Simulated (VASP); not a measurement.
**CsMg3: single point with PBE**

Crystal: CsMg3.

```
Cs Mg
1.0
     5.32006    0.00000    0.00000
     0.00000    5.32006    0.00000
     0.00000    0.00000    5.29518
Cs Mg
1 3
Direct
  0.00000 0.00000 0.00000
  0.00000 0.50000 0.50000
  0.50000 0.00000 0.50000
  0.50000 0.50000 0.00000
```

```json
{
  "Program": "VASP 6.6.1",
  "Task": "single point",
  "Functional": "PBE",
  "Potentials or basis": "VASP PAW PBE potentials, release 64 (Cs_sv, Mg)",
  "Cutoff": "600 eV",
  "k mesh": "4 × 4 × 4",
  "Occupations": "gaussian, width 0.1 eV",
  "Spin": "no spin polarisation",
  "Dipole correction": "no",
  "Further INCAR settings": "ALGO = Normal; EDIFF = 1e-06; NBANDS = 16"
}
```

The pressure is 0.2 GPa. The band gap on the k mesh is zero (an odd number of electrons rules out a gap without spin polarisation).

Levels at points of the mesh, in eV from the Fermi level:
| k point | band 5 | band 6 | band 7 | band 8 | band 9 | band 10 | band 11 | band 12 |
| --- | --- | --- | --- | --- | --- | --- | --- | --- |
| (0.00, 0.00, 0.00) | -4.82 | -0.75 | -0.72 | 0.61 | 0.61 | 0.65 | 2.81 | 3.24 |
| (0.50, 0.00, 0.00) | -3.37 | -3.17 | 0.32 | 0.35 | 0.44 | 0.73 | 2.43 | 2.45 |
| (0.50, 0.50, 0.00) | -3.03 | -1.86 | -1.86 | -1.08 | 1.21 | 1.21 | 2.09 | 2.34 |
| (0.00, 0.00, 0.50) | -3.35 | -3.16 | 0.32 | 0.32 | 0.43 | 0.71 | 2.43 | 2.43 |
| (0.50, 0.00, 0.50) | -3.02 | -1.86 | -1.85 | -1.08 | 1.18 | 1.19 | 2.06 | 2.29 |
| (0.50, 0.50, 0.50) | -2.09 | -2.09 | -2.09 | -1.26 | 0.39 | 0.39 | 0.41 | 3.19 |

Run time: 20 s on 1 thread of Intel(R) Xeon(R) 6975P-C (Granite Rapids), with other jobs on the host, peak memory 0.3 GiB.

Caveat: spin-orbit coupling is left out, which moves the levels of the heavy elements.
